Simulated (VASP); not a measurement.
# Mg (Fm-3m) in VASP: further runs, part 2 of 2

VASP 6.6.1.

### 3 Single point, PBE (Cd replaced by Mg, lengths x 0.987, strained)

File INCAR:

```
  ALGO = Normal
  EDIFF = 1E-7
  ENCUT = 520
  GGA = PE
  ISIF = 2
  ISMEAR = 0
  LASPH = T
  LCHARG = F
  LREAL = F
  LWAVE = F
  NBANDS = 7
  NELM = 80
  PREC = Accurate
  SIGMA = 0.1
```

File KPOINTS:

```
k-points
0
Gamma
  16 16 16
```

File POSCAR:

```
Mg
1.0
    0.0000000000      2.2897804599      2.2897804599
    2.2897804599      0.0000000000      2.2897804599
    2.2897804599      2.2897804599      0.0000000000
Mg
1
Direct
    0.0000000000      0.0000000000      0.0000000000
```

Potentials or basis: VASP PAW PBE potentials, release 64 (Mg).

On the command line:

```console
$ cat potpaw_PBE.64/Mg/POTCAR > POTCAR
$ mpirun -np 1 vasp_std > vasp.out
```

OUTCAR:

```text
EDIFF = 1E-7
   ENCUT = 520
   GGA = PE
   ISIF = 2
   ISMEAR = 0
   LASPH = T
   LREAL = F
   NELM = 80
   PREC = Accurate

 ion  position               nearest neighbor table
   1  0.000  0.000  0.000-

  LATTYP: Found a face centered cubic cell.
 ALAT       =     4.5795609198

  Lattice vectors:

 A1 = (   0.0000000000,   2.2897804599,   2.2897804599)
 A2 = (   2.2897804599,   0.0000000000,   2.2897804599)
 A3 = (   2.2897804599,   2.2897804599,   0.0000000000)

Analysis of symmetry for initial positions (statically):
=====================================================================
 Subroutine PRICEL returns:
 Original cell was already a primitive cell.

 Routine SETGRP: Setting up the symmetry group for a
 face centered cubic supercell.

 Subroutine GETGRP returns: Found 48 space group operations
 (whereof 48 operations were pure point group operations)
 out of a pool of 48 trial point group operations.

The static configuration has the point symmetry O_h .

Analysis of symmetry for dynamics (positions and initial velocities):
=====================================================================
 Subroutine PRICEL returns:
 Original cell was already a primitive cell.

 Routine SETGRP: Setting up the symmetry group for a
 face centered cubic supercell.

 Subroutine GETGRP returns: Found 48 space group operations
 (whereof 48 operations were pure point group operations)
 out of a pool of 48 trial point group operations.

The dynamic configuration has the point symmetry O_h .

 Subroutine INISYM returns: Found 48 space group operations
 (whereof 48 operations are pure point group operations),
 and found     1 'primitive' translations

----------------------------------------------------------------------------------------

                                     Primitive cell

  volume of cell :      24.0111

  direct lattice vectors                    reciprocal lattice vectors
     0.000000000  2.289780460  2.289780460    -0.218361545  0.218361545  0.218361545
     2.289780460  0.000000000  2.289780460     0.218361545 -0.218361545  0.218361545
     2.289780460  2.289780460  0.000000000     0.218361545  0.218361545 -0.218361545

  length of vectors
     3.238238581  3.238238581  3.238238581     0.378213291  0.378213291  0.378213291

  position of ions in fractional coordinates (direct lattice)
     0.000000000  0.000000000  0.000000000

  ion indices of the primitive-cell ions
   primitive index   ion index
                 1           1

----------------------------------------------------------------------------------------

 KPOINTS: k-points

Automatic generation of k-mesh.
 Grid dimensions read from file:
 generate k-points for:   16   16   16

 Generating k-lattice:

  Cartesian coordinates                     Fractional coordinates (reciprocal lattice)
    -0.013647597  0.013647597  0.013647597     0.062500000  0.000000000  0.000000000
     0.013647597 -0.013647597  0.013647597     0.000000000  0.062500000  0.000000000
     0.013647597  0.013647597 -0.013647597     0.000000000  0.000000000  0.062500000

  Length of vectors
     0.023638331  0.023638331  0.023638331

  Shift w.r.t. Gamma in fractional coordinates (k-lattice)
     0.000000000  0.000000000  0.000000000

 Subroutine IBZKPT returns following result:
 ===========================================

 Found    145 irreducible k-points:

 Following reciprocal coordinates:
            Coordinates               Weight
  0.000000  0.000000  0.000000      1.000000
  0.062500  0.000000  0.000000      8.000000
  0.125000  0.000000  0.000000      8.000000
  0.187500  0.000000  0.000000      8.000000
  0.250000  0.000000  0.000000      8.000000
  0.312500  0.000000  0.000000      8.000000
[... 16 lines left out ...]
 -0.125000  0.062500  0.000000     24.000000
 -0.062500  0.062500  0.000000     12.000000
 [... further k-points ...]
   k-points           NKPTS =    145   k-points in BZ     NKDIM =    145   number of bands    NBANDS=      7
   number of dos      NEDOS =    301   number of ions     NIONS =      1
   total plane-waves  NPLWV =  13824
   dimension x,y,z NGX =    24 NGY =   24 NGZ =   24
   dimension x,y,z NGXF=    48 NGYF=   48 NGZF=   48
   ions per type =               1
   NGX,Y,Z   is equivalent  to a cutoff of  12.32, 12.32, 12.32 a.u.
   NGXF,Y,Z  is equivalent  to a cutoff of  24.64, 24.64, 24.64 a.u.
 SYSTEM =  unknown system
   PREC   = accura    normal or accurate (medium, high low for compatibility)
   ISTART =      0    job   : 0-new  1-cont  2-samecut
   ICHARG =      2    charge: 1-file 2-atom 10-const
   ISPIN  =      1    spin polarized calculation?
   LNONCOLLINEAR =      F non collinear calculations
   LSORBIT =      F    spin-orbit coupling
   LASPH  =      T    aspherical Exc in radial PAW
   ENCUT  =  520.0 eV  38.22 Ry    6.18 a.u.   6.02  6.02  6.02*2*pi/ulx,y,z
   NELM   =     80;   NELMIN=  2; NELMDL= -5     # of ELM steps
   EDIFF  = 0.1E-06   stopping-criterion for ELM
   LREAL  =      F    real-space projection
   EDIFFG = 0.1E-05   stopping-criterion for IOM
   NSW    =      0    number of steps for IOM
   IBRION =     -1    ionic relax: 0-MD 1-quasi-New 2-CG
   NFREE  =      0    steps in history (QN), initial steepest desc. (CG)
   ISIF   =      2    stress and relaxation
   ISYM   =      2    0-nonsym 1-usesym 2-fastsym
   POTIM  = 0.5000    time-step for ionic-motion
   TEBEG  =    0.0;   TEEND  =   0.0 temperature during run
   PSTRESS=    0.0 pullay stress
   NELECT =       2.0000    total number of electrons
   NUPDOWN=      -1.0000    fix difference up-down
   EMIN   =  10.00;   EMAX   =-10.00  energy-range for DOS
   EFERMI =   0.00;   METHOD = LEGACY
   ISMEAR =     0;   SIGMA  =   0.10  broadening in eV -4-tet -1-fermi 0-gaus
   EFERMI_NEDOS =   21; number of points for ismear=-14 and -15
   IALGO  =     38    algorithm
   IMIX   =      4    mixing-type and parameters
     AMIX     =   0.40;   BMIX     =  1.00
     AMIX_MAG =   1.60;   BMIX_MAG =  1.00
  volume/ion in A,a.u.               =      24.01       162.03
  Fermi-wavevector in a.u.,A,eV,Ry     =   0.714959  1.351076  6.954836  0.511166
  Thomas-Fermi vector in A             =   1.802994
   LORBIT       =      0    0 simple, 1 ext, 2 COOP (PROOUT), +10 PAW based schemes
   GGA     = PE    functional components
   LHFCALC =     F    Hartree Fock is set to
   AEXX    =    0.0000 exact exchange contribution
   IVDW    =     0    specifies the selected vdW correction
   LEPSILON=     F    determine dielectric tensor
   LRPA    =     F    only Hartree local field effects (RPA)
 non-spin polarized calculation
 Gauss-broadening in eV      SIGMA  =   0.10
  energy-cutoff  :      520.00
  volume of cell :       24.01
 maximum number of plane-waves:       660
   NGX = 13   NGY = 13   NGZ = 13

 number of electron       2.0000000 magnetization

 Free energy of the ion-electron system (eV)
  ---------------------------------------------------
  ext. energy  EPLUGINS =         0.00000000
  ---------------------------------------------------
  free energy    TOTEN  =        -1.48877068 eV

  energy without entropy =       -1.48603677  energy(sigma->0) =       -1.48740372

 E-fermi :   2.3834     XC(G=0):  -8.3539

 val. band max:        2.3315512143   @ k =  -0.3750   0.1875   0.0625
 cond. band min:       2.3907343904   @ k =  -0.3750   0.4375   0.1250
 fundamental gap:      0.0591831761
 Fermi energy:         2.3834264072

 k-point     1 :       0.0000    0.0000    0.0000
  band No.  band energies     occupation
      1      -4.3377      2.00000
      2      14.4761      0.00000
      3      14.4761      0.00000
      4      14.4761      0.00000
      5      16.1742      0.00000
      6      16.1742      0.00000
      7      16.1742      0.00000

 k-point     2 :       0.0625    0.0000    0.0000
  band No.  band energies     occupation
      1      -4.2534      2.00000
      2      13.0854      0.00000
      3      14.2521      0.00000
      4      14.2521      0.00000
      5      16.2815      0.00000
      6      16.5409      0.00000
      7      16.5409      0.00000
[... 201 lines left out ...]
 k-point    23 :      -0.1250    0.0625    0.0000
  band No.  band energies     occupation
      1      -3.8050      2.00000
      2      10.4182      0.00000
      3      12.2522      0.00000
      4      14.6733      0.00000
      5      16.5356      0.00000
      6      16.8837      0.00000
      7      17.2419      0.00000

 k-point    24 :      -0.0625    0.0625    0.0000
  band No.  band energies     occupation
      1      -4.1131      2.00000
      2      12.1929      0.00000
      3      12.9395      0.00000
      4      14.6945      0.00000
      5      16.3415      0.00000
      6      16.5946      0.00000
      7      17.1971      0.00000

 [... further k-points ...]
[... 5 lines left out ...]
  --------------------------------------------------------------------------------------
  -------------------------------------------------------------------------------------
  Total       -0.2033265     -0.2033265     -0.2033265     -0.0000000      0.0000000      0.0000000
  in kB      -13.5672900    -13.5672900    -13.5672900     -0.0000000      0.0000000      0.0000000
  external PRESSURE =     -13.5672900 kB  Pullay stress =       0.0000000 kB

 VOLUME and BASIS-vectors are now :
 -----------------------------------------------------------------------------
  energy-cutoff  :      520.00
  volume of cell :       24.01
      direct lattice vectors                 reciprocal lattice vectors
     0.000000000  2.289780460  2.289780460    -0.218361545  0.218361545  0.218361545
     2.289780460  0.000000000  2.289780460     0.218361545 -0.218361545  0.218361545
     2.289780460  2.289780460  0.000000000     0.218361545  0.218361545 -0.218361545

 POSITION                                       TOTAL-FORCE (eV/Angst)
 -----------------------------------------------------------------------------------
      0.00000      0.00000      0.00000         0.000000      0.000000     -0.000000
 -----------------------------------------------------------------------------------
    total drift:                               -0.000000      0.000000      0.000000

  FREE ENERGIE OF THE ION-ELECTRON SYSTEM (eV)
  ---------------------------------------------------
  free  energy   TOTEN  =        -1.4887706783 eV

  energy  without entropy=       -1.4860367658  energy(sigma->0) =       -1.48740372
```

stdout:

```text
POSCAR found type information on POSCAR Mg
 POSCAR found :  1 types and       1 ions
 scaLAPACK will be used
 LDA part: xc-table for (Slater+PW92), standard interpolation
 POSCAR, INCAR and KPOINTS ok, starting setup
 FFT: planning ... GRIDC
 FFT: planning ... GRID_SOFT
 FFT: planning ... GRID
 WAVECAR not read
 entering main loop
```

Wall time 6.3 s (1 thread of Intel Xeon Platinum 8559C (Emerald Rapids), shared host); peak memory 0.15 GiB.

What came out:

| Item | Value |
| --- | --- |
| Free energy | -1.4888 eV |
| Pressure | -1.4 GPa |
| Band gap on the k mesh | zero (band 1 reaches 3.82 eV, above the bottom of band 2 at 1.10 eV) |

Caveat: the cell differs from its parent crystal (Cd replaced by Mg, lengths x 0.987, strained).

### 4 Single point, PBE (Cd replaced by Mg, lengths x 0.987, strained)

File INCAR:

```
SYSTEM = Mg
PREC = Accurate
ENCUT = 520
EDIFF = 1E-6
ISMEAR = 0
SIGMA = 0.1
LREAL = .False.
LASPH = .True.
NELM = 60
ALGO = Fast
ISIF = 2
LWAVE = .False.
LCHARG = .False.
GGA = PE
NBANDS = 7
```

File KPOINTS:

```
regular mesh
0
Gamma
  18 18 18
  0 0 0
```

File POSCAR:

```
Mg
1.0
    0.0000000000      2.1045802055      2.1045802055
    2.1045802055      0.0000000000      2.1045802055
    2.1045802055      2.1045802055      0.0000000000
Mg
1
Direct
    0.0000000000      0.0000000000      0.0000000000
```

On the command line:

```console
$ cat potpaw_PBE.64/Mg/POTCAR > POTCAR
$ mpirun -np 1 vasp_std > vasp.out
```

It took 7 s on 1 thread of Intel Xeon Platinum 8559C (Emerald Rapids), shared host; peak memory 0.15 GiB.

Results (log left out):

```yaml
Free_energy: -1.3620 eV
Pressure: 11.5 GPa
Band_gap_on_the_k_mesh: zero (band 1 reaches 4.99 eV, above the bottom of band 2 at 2.53 eV)
```

Levels at points of the mesh, in eV from the Fermi level:
```csv
k point,band 1,band 2,band 3,band 4
"(0.00, 0.00, 0.00)",-7.87,13.72,13.72,13.72
"(0.50, 0.00, 0.00)",-2.06,-1.28,12.44,12.44
"(0.50, 0.50, 0.00)",-0.27,0.89,6.48,8.13
```

Caveat: the cell differs from its parent crystal (Cd replaced by Mg, lengths x 0.987, strained).

### 5 Overview

| cell | k mesh | gap on the mesh (eV) | pressure (GPa) |
| --- | --- | --- | --- |
| a = 3.211 Å, angles 60.0°, 1 atom | 16 × 16 × 16 | none | -0.5 |
| a = 3.238 Å, angles 60.0°, 1 atom | 16 × 16 × 16 | none | -1.4 |
| a = 2.976 Å, angles 60.0°, 1 atom | 18 × 18 × 18 | none | 11.5 |

Alike in all rows: task single point; level PBE; potentials or basis VASP PAW PBE potentials, release 64 (Mg); no spin polarisation; cutoff (eV) 520; smearing gaussian 0.1 eV.

Absolute energies hang on the potentials; compare differences alone.
